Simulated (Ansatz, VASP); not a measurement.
One calculation of BiTe, two programs

```xyz
2
Lattice="2.4227 1.3988 3.3173 -2.4227 1.3988 3.3173 0.0000 -2.7975 3.3173" Properties=species:S:1:pos:R:3 pbc="T T T"
Bi    0.0000    0.0000    4.9759
Te    0.0000   -0.0323   -0.0191
```

Change from the starting cell: all Te atoms moved +0.037 Å, as atom 2 towards its neighbour atom 1 (Bi) at 3.252 Å.

Alike in both runs: task single point; functional PBEsol; k mesh 12 × 12 × 12; occupations gaussian, width 0.15 eV; no spin polarisation.

```csv
,VASP,Ansatz
version,VASP 6.6.1,Ansatz 0.2.0
potentials or method,"VASP PAW PBE potentials, release 64 (Bi_d, Te), cutoff 520 eV","scalar-relativistic, plane waves, PAW"
valence electrons in the cell,21,31
```

VASP gave:

| Property | Result |
| --- | --- |
| gap on the k mesh at the Fermi level (eV) | none |
| pressure (GPa) | -2.5 |
| traceless stress, the component that is largest in VASP (GPa) | 0.16 |
| rms of the force components (eV/Å) | 0.039 |

Q: Estimate Ansatz's values.

A: gap on the k mesh at the Fermi level (eV): none; pressure (GPa): -2.5; traceless stress, the component that is largest in VASP (GPa): 0.16; rms of the force components (eV/Å): 0.038.

VASP's potentials were made for PBE, not for PBEsol. Atom by atom the forces differ by 0.001 eV/Å (rms over components). A gap of «none» marks a metal or a gap that the smearing closes. VASP's potentials hold 21 valence electrons a cell and Ansatz's 31, so a difference there can come from the potentials and not from the codes.

Spin-orbit coupling is off throughout.
